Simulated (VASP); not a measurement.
Wanted: the native input for a VASP 6.6.1 run.

* Task: single point
* Functional: r2SCAN
* Dispersion: D3(BJ)
* Potentials or basis: VASP PAW PBE potentials, release 64 (Bi_d, Se)
* Cutoff: 520 eV
* k mesh: 6 × 6 × 6
* Occupations: gaussian, width 0.05 eV
* Spin: no spin polarisation
* Dipole correction: no
* Further INCAR settings: ALGO = Normal; EDIFF = 1e-07; NBANDS = 32

Crystal: Bi2Se3.

```xyz
5
Lattice="2.0752 1.1981 9.8358 -2.0752 1.1981 9.8358 0.0000 -2.3963 9.8358" Properties=species:S:1:pos:R:3 pbc="T T T"
Bi    0.0000    0.0000   11.7690
Bi    0.0000    0.0000   17.7383
Se    0.0000    0.0000    0.0000
Se    0.0000    0.0000    6.3523
Se    0.0000    0.0000   23.1550
```

One way to write it, as run:

POSCAR

```
Bi2Se3
1.0
    2.0752169272      1.1981270515      9.8357753518
   -2.0752169272      1.1981270515      9.8357753518
    0.0000000000     -2.3962541031      9.8357753518
Bi Se
2 3
Direct
    0.3988509548      0.3988509548      0.3988509548
    0.6011490452      0.6011490452      0.6011490452
    0.0000000000      0.0000000000      0.0000000000
    0.2152798293      0.2152798293      0.2152798293
    0.7847201707      0.7847201707      0.7847201707
```

INCAR.step1

```
SYSTEM = Bi2Se3
PREC = Accurate
ENCUT = 520
ISMEAR = 0
SIGMA = 0.05
LREAL = .FALSE.
LASPH = .TRUE.
NELM = 100
NBANDS = 32
GGA = PE
ALGO = Normal
EDIFF = 1E-4
LWAVE = .TRUE.
LCHARG = .FALSE.
```

INCAR.step2

```
SYSTEM = Bi2Se3
PREC = Accurate
ENCUT = 520
EDIFF = 1E-7
ISMEAR = 0
SIGMA = 0.05
LREAL = .FALSE.
LASPH = .TRUE.
NELM = 100
ALGO = Normal
ISIF = 2
LWAVE = .FALSE.
LCHARG = .FALSE.
METAGGA = R2SCAN
LMIXTAU = .TRUE.
IVDW = 12
VDW_S6 = 1.0
VDW_S8 = 0.78981345
VDW_A1 = 0.49484001
VDW_A2 = 5.73083694
NBANDS = 32
ISTART = 1
```

KPOINTS

```
Automatic mesh
0
G
  6 6 6
  0 0 0
```

Potentials or basis: VASP PAW PBE potentials, release 64 (Bi_d, Se).

Command:

```bash
$ cat potpaw_PBE.64/Bi_d/POTCAR potpaw_PBE.64/Se/POTCAR > POTCAR
$ cp INCAR.step1 INCAR
$ mpirun -np 1 vasp_std > vasp.out
$ cp INCAR.step2 INCAR
$ mpirun -np 1 vasp_std > vasp.out
```

Results of the run:

* Pressure: -0.3 GPa
* Largest force: 0.021 eV/Å
* Band gap on the k mesh: 0.68 eV
* Dispersion energy per atom: -0.182 eV

Caveat: three body term missing; the PAW data sets were made with another functional, which shifts forces and pressure a little; spin-orbit coupling is left out, which moves the levels of the heavy elements.

It took 70 min on 1 thread of Intel(R) Xeon(R) Platinum 8259CL CPU @ 2.50GHz (Skylake/Cascade Lake), with other jobs on the host, peak memory 1.1 GiB.
